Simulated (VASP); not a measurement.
# Bi (R-3m) in VASP: notebook

Runs on Bi. Level: PBE+D4. Tasks: single point, relaxation of cell and atoms.

Program: VASP 6.6.1. These are calculated values, not measurements. Logs are shortened: lines on timing, memory, paths and dates and some standing lists are left out, and cuts for length are marked.

### 1 The cell of the first run

The structure is trigonal, space group R-3m (No. 166). The conventional cell has a = 4.535 Å, b = 4.535 Å, c = 11.814 Å, α = 90.00°, β = 90.00°, γ = 120.00°. Within 4.0 Å of Bi (site symmetry 3m) lie 6 Bi at 3.06 to 3.52 Å.

### 2 Single point, PBE+D4

File INCAR:

```
SYSTEM = Bi
ALGO = Normal
EDIFF = 1E-6
ENCUT = 520
GGA = PE
ISIF = 2
ISMEAR = 0
IVDW = 13
LASPH = .True.
LCHARG = .False.
LREAL = .False.
LWAVE = .False.
NBANDS = 22
NELM = 100
PREC = Accurate
SIGMA = 0.1
```

File KPOINTS:

```
k-points
0
Gamma
  6 6 6
  0 0 0
```

File POSCAR:

```
Bi
1.0
    2.2675000000      1.3091417354      3.9380000000
   -2.2675000000      1.3091417354      3.9380000000
    0.0000000000     -2.6182834708      3.9380000000
Bi
2
Direct
    0.2340000000      0.2340000000      0.2340000000
    0.7660000000      0.7660000000      0.7660000000
```

Potentials or basis: VASP PAW PBE potentials, release 64 (Bi_d).

Run with:

```
$ cat potpaw_PBE.64/Bi_d/POTCAR > POTCAR
$ mpirun -np 1 vasp_std > vasp.out
```

OUTCAR:

```text
SYSTEM = Bi
   EDIFF = 1E-6
   ENCUT = 520
   GGA = PE
   ISIF = 2
   ISMEAR = 0
   IVDW = 13
   LASPH = .True.
   LREAL = .False.
   NELM = 100
   PREC = Accurate

 ion  position               nearest neighbor table
   1  0.234  0.234  0.234-   2 3.06   2 3.06   2 3.06   2 3.52   2 3.52   2 3.52
   2  0.766  0.766  0.766-   1 3.06   1 3.06   1 3.06   1 3.52   1 3.52   1 3.52

  LATTYP: Found a trigonal (rhomboedric) cell.
 ALAT       =     4.7289800521
 COS(alpha) =     0.5401781303

  Lattice vectors:

 A1 = (   2.2675000000,   1.3091417354,   3.9380000000)
 A2 = (  -2.2675000000,   1.3091417354,   3.9380000000)
 A3 = (   0.0000000000,  -2.6182834708,   3.9380000000)

Analysis of symmetry for initial positions (statically):
=====================================================================
 Subroutine PRICEL returns:
 Original cell was already a primitive cell.

 Routine SETGRP: Setting up the symmetry group for a
 trigonal (rhombohedral) supercell.

 Subroutine GETGRP returns: Found 12 space group operations
 (whereof 12 operations were pure point group operations)
 out of a pool of 12 trial point group operations.

The static configuration has the point symmetry D_3d.

Analysis of symmetry for dynamics (positions and initial velocities):
=====================================================================
 Subroutine PRICEL returns:
 Original cell was already a primitive cell.

 Routine SETGRP: Setting up the symmetry group for a
 trigonal (rhombohedral) supercell.

 Subroutine GETGRP returns: Found 12 space group operations
 (whereof 12 operations were pure point group operations)
 out of a pool of 12 trial point group operations.

The dynamic configuration has the point symmetry D_3d.

 Subroutine INISYM returns: Found 12 space group operations
 (whereof 12 operations are pure point group operations),
 and found     1 'primitive' translations

----------------------------------------------------------------------------------------

                                     Primitive cell

  volume of cell :      70.1392

  direct lattice vectors                    reciprocal lattice vectors
     2.267500000  1.309141735  3.938000000     0.220507166  0.127309872  0.084645336
    -2.267500000  1.309141735  3.938000000    -0.220507166  0.127309872  0.084645336
     0.000000000 -2.618283471  3.938000000     0.000000000 -0.254619744  0.084645336

  length of vectors
     4.728980052  4.728980052  4.728980052     0.268320791  0.268320791  0.268320791

  position of ions in fractional coordinates (direct lattice)
     0.234000000  0.234000000  0.234000000
     0.766000000  0.766000000  0.766000000

  ion indices of the primitive-cell ions
   primitive index   ion index
                 1           1
                 2           2

----------------------------------------------------------------------------------------

 KPOINTS: k-points

Automatic generation of k-mesh.
 Grid dimensions read from file:
 generate k-points for:    6    6    6

 Generating k-lattice:

  Cartesian coordinates                     Fractional coordinates (reciprocal lattice)
     0.036751194  0.021218312  0.014107556     0.166666667 -0.000000000  0.000000000
    -0.036751194  0.021218312  0.014107556    -0.000000000  0.166666667  0.000000000
     0.000000000 -0.042436624  0.014107556     0.000000000  0.000000000  0.166666667

  Length of vectors
     0.044720132  0.044720132  0.044720132

  Shift w.r.t. Gamma in fractional coordinates (k-lattice)
     0.000000000  0.000000000  0.000000000

 Subroutine IBZKPT returns following result:
 ===========================================

 Found     32 irreducible k-points:

 Following reciprocal coordinates:
            Coordinates               Weight
  0.000000  0.000000  0.000000      1.000000
  0.166667  0.000000 -0.000000      6.000000
  0.333333  0.000000  0.000000      6.000000
  0.500000  0.000000  0.000000      3.000000
  0.166667  0.166667 -0.000000      6.000000
  0.333333  0.166667  0.000000     12.000000
[... 16 lines left out ...]
  0.500000  0.500000  0.166667      6.000000
 -0.333333  0.500000  0.166667     12.000000
 [... further k-points ...]
   k-points           NKPTS =     32   k-points in BZ     NKDIM =     32   number of bands    NBANDS=     22
   number of dos      NEDOS =    301   number of ions     NIONS =      2
   total plane-waves  NPLWV =  46656
   dimension x,y,z NGX =    36 NGY =   36 NGZ =   36
   dimension x,y,z NGXF=    72 NGYF=   72 NGZF=   72
   ions per type =               2
   NGX,Y,Z   is equivalent  to a cutoff of  12.66, 12.66, 12.66 a.u.
   NGXF,Y,Z  is equivalent  to a cutoff of  25.31, 25.31, 25.31 a.u.
 SYSTEM =  Bi
   PREC   = accura    normal or accurate (medium, high low for compatibility)
   ISTART =      0    job   : 0-new  1-cont  2-samecut
   ICHARG =      2    charge: 1-file 2-atom 10-const
   ISPIN  =      1    spin polarized calculation?
   LNONCOLLINEAR =      F non collinear calculations
   LSORBIT =      F    spin-orbit coupling
   LASPH  =      T    aspherical Exc in radial PAW
   ENCUT  =  520.0 eV  38.22 Ry    6.18 a.u.   8.79  8.79  8.79*2*pi/ulx,y,z
   NELM   =    100;   NELMIN=  2; NELMDL= -5     # of ELM steps
   EDIFF  = 0.1E-05   stopping-criterion for ELM
   LREAL  =      F    real-space projection
   EDIFFG = 0.1E-04   stopping-criterion for IOM
   NSW    =      0    number of steps for IOM
   IBRION =     -1    ionic relax: 0-MD 1-quasi-New 2-CG
   NFREE  =      0    steps in history (QN), initial steepest desc. (CG)
   ISIF   =      2    stress and relaxation
   ISYM   =      2    0-nonsym 1-usesym 2-fastsym
   POTIM  = 0.5000    time-step for ionic-motion
   TEBEG  =    0.0;   TEEND  =   0.0 temperature during run
   PSTRESS=    0.0 pullay stress
   NELECT =      30.0000    total number of electrons
   NUPDOWN=      -1.0000    fix difference up-down
   EMIN   =  10.00;   EMAX   =-10.00  energy-range for DOS
   EFERMI =   0.00;   METHOD = LEGACY
   ISMEAR =     0;   SIGMA  =   0.10  broadening in eV -4-tet -1-fermi 0-gaus
   EFERMI_NEDOS =   21; number of points for ismear=-14 and -15
   IALGO  =     38    algorithm
   IMIX   =      4    mixing-type and parameters
     AMIX     =   0.40;   BMIX     =  1.00
     AMIX_MAG =   1.60;   BMIX_MAG =  1.00
  volume/ion in A,a.u.               =      35.07       236.66
  Fermi-wavevector in a.u.,A,eV,Ry     =   1.233469  2.330919 20.700530  1.521446
  Thomas-Fermi vector in A             =   2.368198
   LORBIT       =      0    0 simple, 1 ext, 2 COOP (PROOUT), +10 PAW based schemes
   GGA     = PE    functional components
   LHFCALC =     F    Hartree Fock is set to
   AEXX    =    0.0000 exact exchange contribution
   IVDW    =    13    specifies the selected vdW correction
   LEPSILON=     F    determine dielectric tensor
   LRPA    =     F    only Hartree local field effects (RPA)
 non-spin polarized calculation
 Gauss-broadening in eV      SIGMA  =   0.10
  energy-cutoff  :      520.00
  volume of cell :       70.14
 maximum number of plane-waves:      1934
   NGX = 17   NGY = 17   NGZ = 17

 number of electron      30.0000004 magnetization

 Free energy of the ion-electron system (eV)
  ---------------------------------------------------
  ext. energy  EPLUGINS =         0.00000000
  ---------------------------------------------------
  free energy    TOTEN  =        -7.77560429 eV

  energy without entropy =       -7.77312122  energy(sigma->0) =       -7.77436276

 E-fermi :   6.2957     XC(G=0):  -9.5461

 val. band max:        6.2658575394   @ k =  -0.3333   0.5000   0.3333
 cond. band min:       6.9020230573   @ k =   0.3333   0.1667   0.1667
 fundamental gap:      0.6361655179
 Fermi energy:         6.2956513586

 k-point     1 :       0.0000    0.0000    0.0000
  band No.  band energies     occupation
      1     -16.5613      2.00000
      2     -16.5613      2.00000
      3     -16.4089      2.00000
      4     -16.4089      2.00000
      5     -16.3922      2.00000
      6     -16.2222      2.00000
[... 14 lines left out ...]
     21      12.1626      0.00000
     22      12.4944      0.00000

 k-point     2 :       0.1667    0.0000   -0.0000
  band No.  band energies     occupation
      1     -16.5416      2.00000
      2     -16.5357      2.00000
      3     -16.4004      2.00000
      4     -16.3934      2.00000
      5     -16.3784      2.00000
      6     -16.2356      2.00000
[... 14 lines left out ...]
     21      12.5050      0.00000
     22      14.3200      0.00000

 k-point     3 :       0.3333    0.0000    0.0000
  band No.  band energies     occupation
      1     -16.4940      2.00000
      2     -16.4662      2.00000
      3     -16.3831      2.00000
      4     -16.3536      2.00000
      5     -16.3391      2.00000
      6     -16.2796      2.00000
[... 14 lines left out ...]
     21      13.8890      0.00000
     22      16.7021      0.00000

 k-point     4 :       0.5000    0.0000    0.0000
  band No.  band energies     occupation
      1     -16.4627      2.00000
      2     -16.3929      2.00000
      3     -16.3724      2.00000
      4     -16.3510      2.00000
      5     -16.3131      2.00000
      6     -16.2977      2.00000
[... 14 lines left out ...]
     21      15.4663      0.00000
     22      15.7202      0.00000

 k-point     5 :       0.1667    0.1667   -0.0000
  band No.  band energies     occupation
      1     -16.5580      2.00000
      2     -16.5105      2.00000
      3     -16.4086      2.00000
      4     -16.3859      2.00000
      5     -16.3721      2.00000
      6     -16.2410      2.00000
[... 417 lines left out ...]
 k-point    22 :      -0.1667    0.3333    0.1667
  band No.  band energies     occupation
      1     -16.5219      2.00000
      2     -16.3979      2.00000
      3     -16.3835      2.00000
      4     -16.3464      2.00000
      5     -16.3230      2.00000
      6     -16.2955      2.00000
[... 14 lines left out ...]
     21      14.8660      0.00000
     22      15.5588      0.00000

 k-point    23 :       0.5000    0.5000    0.1667
  band No.  band energies     occupation
      1     -16.5312      2.00000
      2     -16.4310      2.00000
      3     -16.4068      2.00000
      4     -16.3357      2.00000
      5     -16.3266      2.00000
      6     -16.2768      2.00000
[... 14 lines left out ...]
     21      15.7345      0.00000
     22      16.6372      0.00000

 k-point    24 :      -0.3333    0.5000    0.1667
  band No.  band energies     occupation
      1     -16.5197      2.00000
      2     -16.4254      2.00000
      3     -16.3923      2.00000
      4     -16.3424      2.00000
      5     -16.3058      2.00000
      6     -16.2943      2.00000
[... 14 lines left out ...]
     21      16.3411      0.00000
     22      16.7051      0.00000

 [... further k-points ...]

------------------------ aborting loop because EDIFF is reached ----------------------------------------

  DFT-D4 for vdW energy calculation

  Edisp (eV):   -0.98949

  FORCE on cell =-STRESS in cart. coord.  units (eV):
  Direction    XX          YY          ZZ          XY          YZ          ZX
  --------------------------------------------------------------------------------------
  -------------------------------------------------------------------------------------
  Total      -0.06141    -0.06141    -0.01968     0.00000     0.00000     0.00000
  in kB      -1.40281    -1.40281    -0.44944     0.00000     0.00000     0.00000
  external pressure =       -1.09 kB  Pullay stress =        0.00 kB

 VOLUME and BASIS-vectors are now :
 -----------------------------------------------------------------------------
  energy-cutoff  :      520.00
  volume of cell :       70.14
      direct lattice vectors                 reciprocal lattice vectors
     2.267500000  1.309141735  3.938000000     0.220507166  0.127309872  0.084645336
    -2.267500000  1.309141735  3.938000000    -0.220507166  0.127309872  0.084645336
     0.000000000 -2.618283471  3.938000000     0.000000000 -0.254619744  0.084645336

 POSITION                                       TOTAL-FORCE (eV/Angst)
 -----------------------------------------------------------------------------------
      0.00000      0.00000      2.76448         0.000000      0.000000      0.121717
      0.00000      0.00000      9.04952         0.000000     -0.000000     -0.121717
 -----------------------------------------------------------------------------------
    total drift:                               -0.000000      0.000000     -0.000000

  FREE ENERGIE OF THE ION-ELECTRON SYSTEM (eV)
  ---------------------------------------------------
  free  energy   TOTEN  =        -8.7650897700 eV

  energy  without entropy=       -8.7626067064  energy(sigma->0) =       -8.76384824
```

It took 32 s on 1 thread of Intel Xeon Platinum 8259CL at 2.50GHz (Skylake/Cascade Lake), shared host; peak memory 0.21 GiB.

Results:

```yaml
Free_energy: -8.7651 eV
Pressure: -0.1 GPa
Largest_force: 0.122 eV/Å
Band_gap_on_the_k_mesh: zero (bands 15 and 16 overlap by 0.14 eV)
Dispersion_energy_per_atom: -0.495 eV
```

Forces in eV/Å, atoms in the order of the input:
```
Bi   0.000  0.000  0.122
Bi   0.000  0.000 -0.122
```

Stress tensor (GPa, compression positive):
```
-0.14  0.00  0.00
 0.00 -0.14  0.00
 0.00  0.00 -0.04
```

Caveat: spin-orbit coupling is left out, which moves the levels of the heavy elements.

### 3 Single point, PBE+D4

This run uses another cell than the first one, of 34.43 Å³/atom.

File INCAR:

```
SYSTEM = Bi
ALGO = Fast
EDIFF = 1E-6
ENCUT = 520
GGA = PE
ISIF = 2
ISMEAR = -1
IVDW = 13
LASPH = .TRUE.
LCHARG = .FALSE.
LREAL = .FALSE.
LWAVE = .FALSE.
NBANDS = 22
NELM = 100
PREC = Accurate
SIGMA = 0.15
```

File KPOINTS:

```
k-points
0
G
  12 12 12
  0 0 0
```

File POSCAR:

```
Bi
1.0
    2.2659472777      1.3082452708      3.8715324812
   -2.2659472777      1.3082452708      3.8715324812
    0.0000000000     -2.6164905415      3.8715324812
Bi
2
Direct
    0.2379632855      0.2379632855      0.2379632855
    0.7620367145      0.7620367145      0.7620367145
```

Potentials or basis: VASP PAW PBE potentials, release 64 (Bi_d).

Run with:

```
$ cat potpaw_PBE.64/Bi_d/POTCAR > POTCAR
$ mpirun -np 1 vasp_std > vasp.out
```

Wall time 3.6 min (1 thread of Intel Xeon Platinum 8259CL at 2.50GHz (Skylake/Cascade Lake), shared host); peak memory 0.36 GiB.

Results (log left out):

* Free energy: -8.7637 eV
* Pressure: 0.0 GPa
* Largest force: 0.005 eV/Å
* Band gap on the k mesh: zero (bands 15 and 16 overlap by 0.21 eV)
* Dispersion energy per atom: -0.504 eV

Forces on the atoms (eV/Å):
```
Bi   0.000  0.000  0.005
Bi   0.000  0.000 -0.005
```

Levels at points of the mesh, in eV from the Fermi level:
| k point | band 11 | band 12 | band 13 | band 14 | band 15 | band 16 | band 17 | band 18 | band 19 | band 20 |
| --- | --- | --- | --- | --- | --- | --- | --- | --- | --- | --- |
| (0.00, 0.00, 0.00) | -13.21 | -7.45 | -1.56 | -1.29 | -1.29 | 2.77 | 3.02 | 3.02 | 5.43 | 5.62 |
| (0.50, 0.00, 0.00) | -11.19 | -10.70 | -1.13 | -1.00 | -0.31 | -0.30 | 0.28 | 0.67 | 7.73 | 8.48 |
| (0.50, 0.50, 0.00) | -11.32 | -9.45 | -4.91 | -3.18 | -3.03 | 2.45 | 4.99 | 5.30 | 6.93 | 9.66 |
| (0.50, 0.50, 0.50) | -11.73 | -10.25 | -0.82 | -0.55 | -0.55 | 0.43 | 0.43 | 0.47 | 7.32 | 8.92 |

Caveat: spin-orbit coupling is left out, which moves the levels of the heavy elements.

(Continued in part 2 of 2.)

The gap in the log of VASP goes by the Fermi energy; the results here count the filled bands.